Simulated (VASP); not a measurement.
AlO5:

```xyz
6
Lattice="3.2713 0.0000 0.0000 0.0000 3.2713 0.0000 0.0000 0.0000 5.8057" Properties=species:S:1:pos:R:3 pbc="T T T"
Al    0.0000    0.0000    2.9029
O     0.0000    1.6357    0.0000
O     1.6357    0.0000    0.0000
O     0.0000    0.0000    5.2066
O     0.0000    0.0000    0.5991
O     1.6357    1.6357    0.0000
```

| Item | Value |
| --- | --- |
| Program | VASP 6.6.1 |
| Task | relaxation of cell and atoms |
| Functional | PBE |
| Potentials or basis | VASP PAW PBE potentials, release 64 (Al, O) |
| Cutoff | 600 eV |
| k mesh | 6 × 6 × 4 |
| Occupations | gaussian, width 0.1 eV |
| Spin | no spin polarisation |

At the start: pressure 78.7 GPa; volume 10.36 Å³/atom.

Problem. How do energy, volume and symmetry change on relaxing?

Solution. Over 18 steps the energy falls by 1644.3 meV/atom and the volume is 14.10 Å³/atom (+36.2 %); space group P4/mmm (No. 123, to 0.05 Å).

Step by step:
```tsv
step	energy change (eV)	largest force (eV/Å)	pressure (GPa)	volume (Å³)
1	0.0000	14.2624	78.73	62.13
2	-6.7984	2.7253	-20.09	119.52
3	-7.7599	3.4289	-9.42	88.96
4	-7.8427	3.0415	-13.14	94.42
5	-7.8823	3.1180	-12.30	92.76
6	-9.4924	0.3894	-0.78	82.29
7	-9.4926	0.2671	-0.44	82.14
8	-9.5340	0.2637	0.01	81.49
9	-9.6059	0.3255	1.74	79.45
10	-9.5658	0.7889	6.96	74.99
11	-9.6146	0.4146	3.82	77.67
12	-9.6459	0.5052	3.14	78.40
13	-9.7355	0.7182	1.06	80.56
14	-9.8438	0.6992	-1.69	84.73
15	-9.8511	0.6903	0.74	85.03
16	-9.8642	0.0474	-0.37	84.91
17	-9.8642	0.0331	-0.40	84.90
18	-9.8655	0.0231	-0.16	84.60
```

Final structure:
```
CELL_PARAMETERS angstrom
3.48689 0.00000 0.00000
0.00000 3.48689 0.00000
0.00000 0.00000 6.95819
ATOMIC_POSITIONS crystal
Al 0.00000 0.00000 0.50000
O 0.00000 0.50000 0.00000
O 0.50000 0.00000 0.00000
O 0.00000 0.00000 0.73867
O 0.00000 0.00000 0.26133
O 0.50000 0.50000 0.00000
```

Caveat: the standard files for N, O and F lose accuracy on very short bonds; the volume moved by over 15 % at a fixed basis, so the end points are rough; an odd number of electrons without spin polarisation forces a metal; a magnetic or distorted state may lie lower.
